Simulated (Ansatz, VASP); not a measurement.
# Pd3PtSe4 in VASP and in Ansatz

```
CELL_PARAMETERS angstrom
6.86000 0.00000 0.00000
0.00000 6.86000 0.00000
0.00000 0.00000 7.04000
ATOMIC_POSITIONS crystal
Pd 0.25000 0.52500 0.50000
Pd 0.75000 0.47500 0.50000
Pd 0.52500 0.75000 0.00000
Pd 0.47500 0.25000 0.00000
Pd 0.00000 0.00000 0.75000
Pd 0.00000 0.00000 0.25000
Pt 0.00000 0.50000 0.00000
Pt 0.50000 0.00000 0.50000
Se 0.19000 0.32000 0.77000
Se 0.19000 0.32000 0.23000
Se 0.81000 0.68000 0.23000
Se 0.81000 0.68000 0.77000
Se 0.32000 0.81000 0.27000
Se 0.32000 0.81000 0.73000
Se 0.68000 0.19000 0.73000
Se 0.68000 0.19000 0.27000
```

Alike in both runs: task relaxation of cell and atoms; functional PBE; k mesh 2 × 2 × 2; occupations gaussian, width 0.15 eV; no spin polarisation.

|  | VASP | Ansatz |
| --- | --- | --- |
| version | VASP 6.6.1 | Ansatz 0.2.0 |
| potentials or method | VASP PAW PBE potentials, release 64 (Pd, Pt, Se), cutoff 600 eV | scalar-relativistic, plane waves, PAW |
| valence electrons in the cell | 128 | 272 |

```tsv
	VASP	Ansatz	Ansatz less VASP
gap on the k mesh at the Fermi level, each at its own relaxed structure (eV)	none	none	-
relaxed volume (Å³/atom)	20.58	20.58	-0.002
relaxed length of the cell vector where the two differ most in proportion (Å)	7.045	7.064	+0.0193
```

A gap of «none» marks a metal or a gap that the smearing closes. VASP's potentials hold 128 valence electrons a cell and Ansatz's 272, so a difference there can come from the potentials and not from the codes.

The k mesh is coarse, so the values compare programs but aren't converged. Neither program's run includes spin-orbit coupling.
